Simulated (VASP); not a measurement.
Wanted: the native input for a VASP 6.6.1 run.

```
Task                   : single point
Functional             : PBE
Potentials or basis    : VASP PAW PBE potentials, release 64 (Sn_d)
Cutoff                 : 520 eV
k mesh                 : 7 × 7 × 1
Occupations            : fermi-dirac, width 0.1 eV
Spin                   : no spin polarisation
Dipole correction      : yes
Further INCAR settings : ALGO = Normal; EDIFF = 1e-06; NBANDS = 43
```

The structure of Sn lies in POSCAR:

```
Sn
1.0
    5.3935382857      0.0000000000      0.0000000000
   -2.6967691428      4.6709411717      0.0000000000
    0.0000000000      0.0000000000     20.4038000000
Sn
5
Direct
    0.8333333333      0.1666666667      0.4246995956
    0.1666666667      0.8333333333      0.4288556850
    0.5000000000      0.5000000000      0.4999999975
    0.8333333333      0.1666666667      0.5711451223
    0.1666666667      0.8333333333      0.5752995995
```

One way to write it, as run:

INCAR

```
PREC = Accurate
ENCUT = 520
EDIFF = 1E-6
ISMEAR = -1
SIGMA = 0.1
LREAL = False
LASPH = True
NELM = 100
ALGO = Normal
ISIF = 2
LWAVE = False
LCHARG = True
LDIPOL = True
IDIPOL = 3
DIPOL = 0.5 0.5 0.500
GGA = PE
LELF = True
LVHAR = True
LVACPOTAV = True
NBANDS = 43
```

KPOINTS

```
regular mesh
0
Gamma
  7 7 1
```

Potentials or basis: VASP PAW PBE potentials, release 64 (Sn_d).

Command:

```bash
$ cat potpaw_PBE.64/Sn_d/POTCAR > POTCAR
$ mpirun -np 1 vasp_std > vasp.out
```

Results of the run:

The largest force is 0.004 eV/Å. The band gap on the k mesh is zero (band 35 reaches -0.51 eV, above the bottom of band 36 at -1.39 eV).

Caveat: spin-orbit coupling is left out, which moves the levels of the heavy elements.

Run time: 5.4 min on 1 thread of Intel(R) Xeon(R) Platinum 8488C (Sapphire Rapids), with other jobs on the host, peak memory 0.58 GiB.
